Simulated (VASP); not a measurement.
# Si (Fd-3m) in VASP: notebook, part 2 of 2

VASP 6.6.1.

## (4) Single point, PBE

This run uses another cell than the first one, of 18.98 Å³/atom, 1.056 times its volume.

The input, INCAR:

```
SYSTEM = Si
PREC = Accurate ; ENCUT = 500
EDIFF = 1E-6 ; ISMEAR = 0
SIGMA = 0.01 ; LREAL = .False.
LASPH = .True. ; NELM = 120
ALGO = Normal ; ISIF = 2
LWAVE = .False. ; LCHARG = .True.
GGA = PE ; LELF = .True.
LVHAR = .True. ; NBANDS = 11
GGA_COMPAT = .False.
```

The input, KPOINTS:

```
regular mesh
0
Gamma
  6 6 6
  0 0 0
```

The input, POSCAR:

```
Si
1.0
    0.0000000000      2.6675585708      2.6675585708
    2.6675585708      0.0000000000      2.6675585708
    2.6675585708      2.6675585708      0.0000000000
Si
2
Direct
    0.7500000000      0.7500000000      0.7500000000
    0.5000000000      0.5000000000      0.5000000000
```

Run with:

```bash
$ cat potpaw_PBE.64/Si/POTCAR > POTCAR
$ mpirun -np 1 vasp_std > vasp.out
```

Wall time 12 s (1 thread of Intel Xeon 8259CL, shared host); peak memory 0.14 GiB.

The run converged. Its results:

```yaml
Free_energy: -10.7586 eV
Pressure: 7.8 GPa
Band_gap_on_the_k_mesh: 0.60 eV, indirect (least direct gap 2.58 eV)
```

Levels at points of the mesh, in eV from the valence-band top:
```csv
k point,band 1,band 2,band 3,band 4,band 5,band 6,band 7,band 8,band 9
"(0.00, 0.00, 0.00)",-12.33,0.00,0.00,0.00,2.58,2.58,2.58,4.00,7.74
"(0.50, 0.00, 0.00)",-9.86,-7.23,-1.24,-1.24,1.73,3.31,3.31,7.79,10.68
"(0.50, 0.50, 0.00)",-7.99,-7.99,-2.99,-2.99,0.60,0.60,10.58,10.58,11.14
```

## (5) Single point, PBE

This run uses another cell than the first one, of 19.48 Å³/atom, 1.083 times its volume.

The input, INCAR:

```
PREC = Accurate ; ENCUT = 500
EDIFF = 1E-6 ; ISMEAR = 0
SIGMA = 0.01 ; LREAL = F
LASPH = T ; NELM = 120
ALGO = Normal ; ISIF = 2
LWAVE = F ; LCHARG = F
GGA = PE ; NBANDS = 11
GGA_COMPAT = F
```

The input, KPOINTS:

```
Automatic mesh
0
Gamma
  6 6 6
```

The input, POSCAR:

```
Si
1.0
    0.0000000000      2.6907558967      2.6907558967
    2.6907558967      0.0000000000      2.6907558967
    2.6907558967      2.6907558967      0.0000000000
Si
2
Direct
    0.7500000000      0.7500000000      0.7500000000
    0.5000000000      0.5000000000      0.5000000000
```

Potentials or basis: VASP PAW PBE potentials, release 64 (Si).

Run with:

```bash
$ cat potpaw_PBE.64/Si/POTCAR > POTCAR
$ mpirun -np 1 vasp_std > vasp.out
```

OUTCAR:

```text
PREC = Accurate
   ENCUT = 500
   EDIFF = 1E-6
   ISMEAR = 0
   LREAL = F
   LASPH = T
   NELM = 120
   ISIF = 2
   GGA = PE

 ion  position               nearest neighbor table
   1  0.750  0.750  0.750-   2 2.33   2 2.33   2 2.33   2 2.33
   2  0.500  0.500  0.500-   1 2.33   1 2.33   1 2.33   1 2.33

  LATTYP: Found a face centered cubic cell.
 ALAT       =     5.3815117934

  Lattice vectors:

 A1 = (   0.0000000000,   2.6907558967,   2.6907558967)
[... 401 lines left out ...]
------------------------ aborting loop because EDIFF is reached ----------------------------------------

  FORCE on cell =-STRESS in cart. coord.  units (eV):
  Direction    XX          YY          ZZ          XY          YZ          ZX
  --------------------------------------------------------------------------------------
  -------------------------------------------------------------------------------------
  Total        1.1783418      1.1783418      1.1783418     -0.0000000      0.0000000      0.0000000
  in kB       48.4539252     48.4539252     48.4539252     -0.0000000      0.0000000      0.0000000
  external PRESSURE =      48.4539252 kB  Pullay stress =       0.0000000 kB

 VOLUME and BASIS-vectors are now :
 -----------------------------------------------------------------------------
  energy-cutoff  :      500.00
  volume of cell :       38.96
      direct lattice vectors                 reciprocal lattice vectors
     0.000000000  2.690755897  2.690755897    -0.185821390  0.185821390  0.185821390
     2.690755897  0.000000000  2.690755897     0.185821390 -0.185821390  0.185821390
     2.690755897  2.690755897  0.000000000     0.185821390  0.185821390 -0.185821390

 POSITION                                       TOTAL-FORCE (eV/Angst)
 -----------------------------------------------------------------------------------
      4.03613      4.03613      4.03613        -0.000000     -0.000000     -0.000000
      2.69076      2.69076      2.69076         0.000000      0.000000      0.000000
 -----------------------------------------------------------------------------------
    total drift:                                0.000000      0.000000     -0.000000

  FREE ENERGIE OF THE ION-ELECTRON SYSTEM (eV)
  ---------------------------------------------------
  free  energy   TOTEN  =       -10.7979953234 eV

  energy  without entropy=      -10.7979953234  energy(sigma->0) =      -10.79799532
```

OSZICAR:

```text
N       E                     dE             d eps       ncg     rms          rms(c)
DAV:   1     0.890684752001E+01    0.89068E+01   -0.32661E+03   352   0.578E+02
DAV:   2    -0.103772196835E+02   -0.19284E+02   -0.18269E+02   538   0.887E+01
DAV:   3    -0.109943683664E+02   -0.61715E+00   -0.61563E+00   462   0.131E+01
DAV:   4    -0.109989225344E+02   -0.45542E-02   -0.45536E-02   416   0.140E+00
DAV:   5    -0.109989666027E+02   -0.44068E-04   -0.44068E-04   443   0.128E-01    0.508E+00
DAV:   6    -0.108590860668E+02    0.13988E+00   -0.81246E-02   391   0.117E+00    0.310E+00
DAV:   7    -0.107964554859E+02    0.62631E-01   -0.15369E-01   391   0.173E+00    0.213E-01
DAV:   8    -0.107977649098E+02   -0.13094E-02   -0.64645E-03   406   0.437E-01    0.841E-02
DAV:   9    -0.107979677411E+02   -0.20283E-03   -0.19109E-04   433   0.852E-02    0.617E-02
DAV:  10    -0.107979948594E+02   -0.27118E-04   -0.23493E-05   417   0.279E-02    0.684E-03
DAV:  11    -0.107979953234E+02   -0.46410E-06   -0.21597E-06   419   0.762E-03
   1 F= -.10797995E+02 E0= -.10797995E+02  d E =-.932295E-13
```

Run time: 9.2 s. Hardware: 1 thread of Intel Xeon 8259CL, shared host; peak memory 0.14 GiB.

Results:

```yaml
Free_energy: -10.7980 eV
Pressure: 4.8 GPa
Band_gap_on_the_k_mesh: 0.65 eV, indirect (least direct gap 2.57 eV)
```

Levels at points of the mesh, in eV from the valence-band top:
```csv
k point,band 1,band 2,band 3,band 4,band 5,band 6,band 7,band 8,band 9
"(0.00, 0.00, 0.00)",-12.15,0.00,0.00,0.00,2.57,2.57,2.57,3.69,7.73
"(0.50, 0.00, 0.00)",-9.75,-7.10,-1.22,-1.22,1.64,3.32,3.32,7.76,10.62
"(0.50, 0.50, 0.00)",-7.90,-7.90,-2.92,-2.92,0.65,0.65,10.35,10.35,11.06
```

## (6) Single point, PBE

This run uses another cell than the first one, of 20.48 Å³/atom, 1.139 times its volume.

The input, INCAR:

```
PREC = Accurate
ENCUT = 500
EDIFF = 1E-6
ISMEAR = 0
SIGMA = 0.01
LREAL = False
LASPH = True
NELM = 120
ALGO = Normal
ISIF = 2
LWAVE = False
LCHARG = True
GGA = PE
LELF = True
LVHAR = True
NBANDS = 11
GGA_COMPAT = False
```

The input, KPOINTS:

```
regular mesh
0
Gamma
  6 6 6
```

The input, POSCAR:

```
Si
1.0
    0.0000000000      2.7359871327      2.7359871327
    2.7359871327      0.0000000000      2.7359871327
    2.7359871327      2.7359871327      0.0000000000
Si
2
Direct
    0.7500000000      0.7500000000      0.7500000000
    0.5000000000      0.5000000000      0.5000000000
```

Potentials or basis: VASP PAW PBE potentials, release 64 (Si).

Run with:

```bash
$ cat potpaw_PBE.64/Si/POTCAR > POTCAR
$ mpirun -np 1 vasp_std > vasp.out
```

OUTCAR:

```text
PREC = Accurate
   ENCUT = 500
   EDIFF = 1E-6
   ISMEAR = 0
   LREAL = False
   LASPH = True
   NELM = 120
   ISIF = 2
   GGA = PE

 ion  position               nearest neighbor table
   1  0.750  0.750  0.750-   2 2.37   2 2.37   2 2.37   2 2.37
   2  0.500  0.500  0.500-   1 2.37   1 2.37   1 2.37   1 2.37

  LATTYP: Found a face centered cubic cell.
 ALAT       =     5.4719742654

  Lattice vectors:

 A1 = (   0.0000000000,   2.7359871327,   2.7359871327)
 A2 = (   2.7359871327,   0.0000000000,   2.7359871327)
 A3 = (   2.7359871327,   2.7359871327,   0.0000000000)

Analysis of symmetry for initial positions (statically):
=====================================================================
 Subroutine PRICEL returns:
 Original cell was already a primitive cell.

 Routine SETGRP: Setting up the symmetry group for a
 face centered cubic supercell.

 Subroutine GETGRP returns: Found 48 space group operations
 (whereof 24 operations were pure point group operations)
 out of a pool of 48 trial point group operations.

The static configuration has the point symmetry T_d .
 The point group associated with its full space group is O_h .
[... 162 lines left out ...]
      1      -6.1980      2.00000
      2       5.6062      2.00000
      3       5.6062      2.00000
      4       5.6062      2.00000
      5       8.1592      0.00000
      6       8.1592      0.00000
      7       8.1592      0.00000
      8       8.7203      0.00000
      9      13.3105      0.00000
     10      13.3105      0.00000
     11      13.4759      0.00000
[... 197 lines left out ...]
 k-point    16 :      -0.3333    0.5000    0.1667
  band No.  band energies     occupation
      1      -2.0225      2.00000
      2      -2.0225      2.00000
      3       2.0509      2.00000
      4       2.0509      2.00000
      5       8.3554      0.00000
      6       8.3554      0.00000
      7      12.2855      0.00000
      8      12.2855      0.00000
      9      16.0435      0.00000
     10      16.0435      0.00000
     11      18.3836      0.00000

------------------------ aborting loop because EDIFF is reached ----------------------------------------

  FORCE on cell =-STRESS in cart. coord.  units (eV):
  Direction    XX          YY          ZZ          XY          YZ          ZX
  --------------------------------------------------------------------------------------
  -------------------------------------------------------------------------------------
  Total       -0.0256681     -0.0256681     -0.0256681      0.0000000     -0.0000000      0.0000000
  in kB       -1.0039966     -1.0039966     -1.0039966      0.0000000     -0.0000000      0.0000000
  external PRESSURE =      -1.0039966 kB  Pullay stress =       0.0000000 kB

 VOLUME and BASIS-vectors are now :
 -----------------------------------------------------------------------------
  energy-cutoff  :      500.00
  volume of cell :       40.96
      direct lattice vectors                 reciprocal lattice vectors
     0.000000000  2.735987133  2.735987133    -0.182749397  0.182749397  0.182749397
     2.735987133  0.000000000  2.735987133     0.182749397 -0.182749397  0.182749397
     2.735987133  2.735987133  0.000000000     0.182749397  0.182749397 -0.182749397

 POSITION                                       TOTAL-FORCE (eV/Angst)
 -----------------------------------------------------------------------------------
      4.10398      4.10398      4.10398         0.000000     -0.000000      0.000000
      2.73599      2.73599      2.73599        -0.000000      0.000000     -0.000000
 -----------------------------------------------------------------------------------
    total drift:                               -0.000000      0.000000     -0.000000

  FREE ENERGIE OF THE ION-ELECTRON SYSTEM (eV)
  ---------------------------------------------------
  free  energy   TOTEN  =       -10.8263198626 eV

  energy  without entropy=      -10.8263198626  energy(sigma->0) =      -10.82631986
```

Run time: 9.4 s. Hardware: 1 thread of Intel Xeon 8259CL, shared host; peak memory 0.14 GiB.

Results:

- Free energy: -10.8263 eV
- Pressure: -0.1 GPa
- Band gap on the k mesh: 0.75 eV, indirect (least direct gap 2.55 eV)

Levels at points of the mesh, in eV from the valence-band top:
```csv
k point,band 1,band 2,band 3,band 4,band 5,band 6,band 7,band 8,band 9
"(0.00, 0.00, 0.00)",-11.80,0.00,0.00,0.00,2.55,2.55,2.55,3.11,7.70
"(0.50, 0.00, 0.00)",-9.53,-6.86,-1.18,-1.18,1.46,3.35,3.35,7.70,10.49
"(0.50, 0.50, 0.00)",-7.74,-7.74,-2.79,-2.79,0.75,0.75,9.92,9.92,10.90
```

A k mesh can miss the band edges.

## (7) Summary

```tsv
cell	gap on the mesh (eV)	pressure (GPa)
a = 3.705 Å, angles 60.0°, 2 atoms	0.47	15.1
a = 3.739 Å, angles 60.0°, 2 atoms	0.53	11.2
a = 3.772 Å, angles 60.0°, 2 atoms	0.60	7.8
a = 3.805 Å, angles 60.0°, 2 atoms	0.65	4.8
a = 3.869 Å, angles 60.0°, 2 atoms	0.75	-0.1
```

Alike in all rows: task single point; level PBE; potentials or basis VASP PAW PBE potentials, release 64 (Si); no spin polarisation; k mesh 6 × 6 × 6; cutoff (eV) 500; smearing gaussian 0.01 eV.

Total energies depend on the potentials used, so only differences within one code and one set of settings carry meaning.
